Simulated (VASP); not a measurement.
Set up this calculation in VASP 6.6.1, as the native input.

| Quantity | Value |
| --- | --- |
| Task | single point |
| Functional | LDA |
| Potentials or basis | VASP PAW LDA potentials, release 64 (Rb_sv, Cl) |
| Cutoff | 500 eV |
| k mesh | 6 × 6 × 6 |
| Occupations | gaussian, width 0.05 eV |
| Spin | no spin polarisation |
| Dipole correction | no |
| Further INCAR settings | ALGO = Normal; EDIFF = 1e-06; NBANDS = 15 |

The structure of RbCl lies in POSCAR:

```
RbCl
1.0
    0.0000000000      3.3026475000      3.3026475000
    3.2740000000      0.0286475000      3.2740000000
    3.2740000000      3.2740000000      0.0286475000
Rb Cl
1 1
Direct
    0.0000000000      0.0000000000      0.0000000000
    0.5000000000      0.5000000000      0.5000000000
```

This cell differs from its parent crystal: strain +0.0175 x Voigt [0, 0, 0, 1, 0, 0].

The input as run:

INCAR

```
SYSTEM = RbCl
PREC     = Accurate       ! precision mode
ENCUT    = 500            ! plane-wave cutoff, eV
EDIFF    = 1E-6           ! SCF threshold, eV
ISMEAR   = 0              ! smearing method
SIGMA    = 0.05           ! smearing width, eV
LREAL    = .False.        ! projectors in reciprocal space
LASPH    = .True.         ! aspherical terms in the spheres
NELM     = 120            ! most SCF steps
ALGO     = Normal         ! electronic algorithm
ISIF     = 2              ! what is computed and relaxed
LWAVE    = .False.        ! write WAVECAR
LCHARG   = .False.        ! write CHGCAR
GGA      = CA             ! functional
NBANDS   = 15             ! bands
GGA_COMPAT= .False.
```

KPOINTS

```
Automatic mesh
0
Gamma
  6 6 6
  0 0 0
```

Potentials or basis: VASP PAW LDA potentials, release 64 (Rb_sv, Cl).

Command:

```console
$ cat potpaw_LDA.64/Rb_sv/POTCAR potpaw_LDA.64/Cl/POTCAR > POTCAR
$ mpirun -np 1 vasp_std > vasp.out
```

Results of the run:

| Property | Result |
| --- | --- |
| Pressure | -1.4 GPa |
| Band gap on the k mesh | 4.59 eV |

Caveat: the cell differs from its parent crystal (strain +0.0175 x Voigt [0, 0, 0, 1, 0, 0]).

Wall time 75 s on 1 thread of AMD EPYC 7R13 (shared host), peak memory 0.16 GiB.
